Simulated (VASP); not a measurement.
Wanted: the native input for a VASP 6.6.1 run.

```
Task                   : single point
Functional             : LDA
Potentials or basis    : VASP PAW LDA potentials, release 64 (Ga_d)
Cutoff                 : 520 eV
k mesh                 : 10 × 10 × 10
Occupations            : gaussian, width 0.15 eV
Spin                   : no spin polarisation
Dipole correction      : no
Further INCAR settings : ALGO = Fast; EDIFF = 1e-07; NBANDS = 34
```

The structure of Ga lies in POSCAR:

```
Ga
1.0
    2.2085777266     -3.7454996903     -0.0828216647
    2.2085777266      3.7454996903     -0.0828216647
   -0.1664652323      0.0000000000      3.7732119326
Ga
4
Direct
    0.1560190462      0.8439809538      0.0845038705
    0.6560190462      0.3439809538      0.4154961295
    0.8439809538      0.1560190462      0.9154961295
    0.3439809538      0.6560190462      0.5845038705
```

This cell differs from its parent crystal: engineering shear strain xz -0.0750, normal strain along z -0.1500.

One way to write it, as run:

INCAR

```
ALGO = Fast ; EDIFF = 1E-7
ENCUT = 520 ; ISIF = 2
ISMEAR = 0 ; LASPH = True
LCHARG = False ; LREAL = False
LWAVE = False ; NBANDS = 34
NELM = 80 ; PREC = Accurate
SIGMA = 0.15
```

KPOINTS

```
k-points
0
Gamma
  10 10 10
```

Potentials or basis: VASP PAW LDA potentials, release 64 (Ga_d).

Run with:

```sh
$ cat potpaw_LDA.64/Ga_d/POTCAR > POTCAR
$ mpirun -np 1 vasp_std > vasp.out
```

Results of the run:

- Pressure: 19.7 GPa
- Largest force: 1.375 eV/Å
- Band gap on the k mesh: zero (bands 26 and 27 overlap by 2.29 eV)

Caveat: the cell differs from its parent crystal (engineering shear strain xz -0.0750, normal strain along z -0.1500); the stress differs along the axes, from 11 to 30 GPa; forces of over 1 eV/Å act on the atoms, so gaps and moduli don't describe the material at rest.

Run time: 9.7 min on 1 thread of Oxide Virtual Turin-like Processor, with other jobs on the host, peak memory 0.43 GiB.
